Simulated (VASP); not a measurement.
The system is Nb.

```
Nb
1.0
    -1.65113    1.65113    1.65113
     1.65113   -1.65113    1.65113
     1.65113    1.65113   -1.65113
Nb
1
Direct
  0.00000 0.00000 0.00000
```

Base run:

```yaml
Program: VASP 6.6.1
Functional: r2SCAN
Potentials_or_basis: VASP PAW PBE potentials, release 64 (Nb_sv)
Cutoff: 520 eV
k_mesh: 13 × 13 × 13
Occupations: methfessel-paxton, width 0.2 eV
Spin: no spin polarisation
```

Its results: pressure -0.7 GPa.

Q: The run is repeated on the same cell with these changes: occupations from methfessel-paxton, width 0.2 eV to methfessel-paxton, width 0.6 eV. What comes out?

A: Pressure -0.1 GPa.

Caveats: the PAW data sets were made with another functional, which shifts forces and pressure a little.
